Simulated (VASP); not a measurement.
Here is a VASP 6.6.1 calculation.

INCAR

```
ALGO     = Normal         # electronic algorithm
EDIFF    = 1E-6           # SCF threshold, eV
ENCUT    = 500            # plane-wave cutoff, eV
GGA      = PS             # functional
GGA_COMPAT= F            
ISIF     = 2              # what is computed and relaxed
ISMEAR   = 0              # smearing method
LASPH    = T              # aspherical terms in the spheres
LCHARG   = T              # write CHGCAR
LELF     = T              # ELF
LREAL    = F              # projectors in reciprocal space
LVHAR    = T            
LWAVE    = F              # write WAVECAR
NBANDS   = 11             # bands
NELM     = 120            # most SCF steps
PREC     = Accurate       # precision mode
SIGMA    = 0.02           # smearing width, eV
```

File KPOINTS:

```
k-points
0
Gamma
  6 6 6
```

Contents of POSCAR:

```
AlAs
1.0
    0.0000000000      2.8373087726      2.8373087726
    2.8373087726      0.0000000000      2.8373087726
    2.8373087726      2.8373087726      0.0000000000
Al As
1 1
Direct
    0.0000000000      0.0000000000      0.0000000000
    0.2500000000      0.2500000000      0.2500000000
```

Potentials or basis: VASP PAW PBE potentials, release 64 (Al, As).

Command:

```console
$ cat potpaw_PBE.64/Al/POTCAR potpaw_PBE.64/As/POTCAR > POTCAR
$ mpirun -np 1 vasp_std > vasp.out
```

Question: What does it give for the band gap on the k mesh?

Answer: 1.33 eV, indirect (least direct gap 1.92 eV).

Question: Estimate the pressure.

Answer: 0.3 GPa.

Caveat: the PAW data sets were made with another functional, which shifts forces and pressure a little. PBEsol gaps usually lie below the measured ones, often by a third to a half.
